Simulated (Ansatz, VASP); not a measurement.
## Two plane-wave programs on SnTe2

INCAR

```
PREC = Accurate
ENCUT = 400
EDIFF = 1E-8
ISMEAR = -1
SIGMA = 0.05
LREAL = False
LASPH = True
NELM = 120
ALGO = Normal
ISIF = 2
LWAVE = False
LCHARG = False
GGA = PE
LEFG = True
NBANDS = 20
GGA_COMPAT = False
```

Contents of KPOINTS:

```
Automatic mesh
0
Gamma
  10 10 10
```

The input POSCAR:

```
SnTe2
1.0
    0.0000000000      3.6469208582      3.6469208582
    3.6469208582      0.0000000000      3.6469208582
    3.6469208582      3.6469208582      0.0000000000
Sn Te
1 2
Direct
    0.0000000000      0.0000000000      0.0000000000
    0.2500000000      0.2500000000      0.2500000000
    0.7500000000      0.7500000000      0.7500000000
```

Input for Ansatz:

```yaml
crystal:
  lattice:
    - [0.0, 3.6469208582, 3.6469208582]
    - [3.6469208582, 0.0, 3.6469208582]
    - [3.6469208582, 3.6469208582, 0.0]
  atoms:
    - { symbol: Sn, position: [0.0, 0.0, 0.0] }
    - { symbol: Te, position: [0.25, 0.25, 0.25] }
    - { symbol: Te, position: [0.75, 0.75, 0.75] }
kpoints:
  mp_grid: { grid: [10, 10, 10] }
scf:
  occupations: { method: fermi_dirac, width: 0.05 }
hamiltonian:
  xc: pbe
  pseudopotentials: { kind: paw }
output:
  forces: true
  stress: true
  eigenvalues: true
  efg: { contact_densities: true }
```

Change from the starting cell: volume scaled by 0.9405, PAW files.

Alike in both runs: task electric field gradients; functional PBE; k mesh 10 × 10 × 10; occupations fermi-dirac, width 0.05 eV; no spin polarisation.

```csv
,VASP,Ansatz
version,VASP 6.6.1,Ansatz 0.2.0
potentials or method,"VASP PAW PBE potentials, release 64 (Sn_d, Te)","PAW with Ansatz's default frozen-core files, scalar-relativistic"
plane-wave cutoff (eV),400,420
valence electrons in the cell,26,46
```

|  | VASP | Ansatz | Ansatz less VASP |
| --- | --- | --- | --- |
| pressure (GPa) | 2.6 | 2.6 | +0.04 |

VASP's potentials hold 26 valence electrons a cell and Ansatz's 46, so a difference there can come from the potentials and not from the codes.

Spin-orbit coupling is off throughout.
